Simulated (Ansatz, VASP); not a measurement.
Eu in VASP and in Ansatz

Contents of INCAR:

```
SYSTEM = Eu
ALGO     = Normal         ! electronic algorithm
EDIFF    = 1E-7           ! SCF threshold, eV
ENCUT    = 520            ! plane-wave cutoff, eV
GGA      = PE             ! functional
ISIF     = 2              ! what is computed and relaxed
ISMEAR   = 0              ! smearing method
ISPIN    = 2              ! spin polarisation
LASPH    = .TRUE.         ! aspherical terms in the spheres
LCHARG   = .TRUE.         ! write CHGCAR
LELF     = .TRUE.         ! ELF
LMAXMIX  = 6              ! l up to which the mixer works
LORBIT   = 11             ! projections on sites
LREAL    = .FALSE.        ! projectors in reciprocal space
LVHAR    = .TRUE.       
LWAVE    = .FALSE.        ! write WAVECAR
MAGMOM   = 7.67           ! initial moments
NBANDS   = 18             ! bands
NELM     = 150            ! most SCF steps
PREC     = Accurate       ! precision mode
SIGMA    = 0.05           ! smearing width, eV
```

Contents of KPOINTS:

```
k-points
0
G
  16 16 16
  0 0 0
```

POSCAR

```
Eu
1.0
   -2.0996407207      2.0996407207      2.0996407207
    2.0996407207     -2.0996407207      2.0996407207
    2.0996407207      2.0996407207     -2.0996407207
Eu
1
Direct
    0.0000000000      0.0000000000      0.0000000000
```

Input for Ansatz:

```yaml
crystal:
  lattice:
    - [-2.0996407207, 2.0996407207, 2.0996407207]
    - [2.0996407207, -2.0996407207, 2.0996407207]
    - [2.0996407207, 2.0996407207, -2.0996407207]
  atoms:
    - { symbol: Eu, position: [0.0, 0.0, 0.0], spin: 7.67 }
basis:
  ecutwfc: 420
  ecutrho_ratio: 4
kpoints:
  mp_grid: { grid: [16, 16, 16] }
hamiltonian:
  xc: pbe
scf:
  occupations: { method: gaussian, width: 0.05 }
output:
  forces: true
  stress: true
  eigenvalues: true
  populations: true
magnetization:
  spin_polarized: true
```

Alike in both runs: task single point; functional PBE; k mesh 16 × 16 × 16; occupations gaussian, width 0.05 eV; collinear spin.

|  | VASP | Ansatz |
| --- | --- | --- |
| version | VASP 6.6.1 | Ansatz 0.2.0 |
| potentials or method | VASP PAW PBE potentials, release 64 (Eu), cutoff 520 eV | scalar-relativistic, plane waves, PAW |
| valence electrons in the cell | 17 | 17 |

```tsv
	VASP	Ansatz	Ansatz less VASP
gap on the k mesh at the Fermi level (eV)	none	none	-
pressure (GPa)	2.0	2.2	+0.26
net moment per atom (μB)	7.20	7.20	+0.009
size of the moment on the site where the two differ most (μB)	6.64	6.96	+0.316
```

Site moments also hang on the region over which each program counts them. A gap of «none» marks a metal or a gap that the smearing closes. Ansatz's warnings: given moment on shells.

Spin-orbit coupling is off throughout.
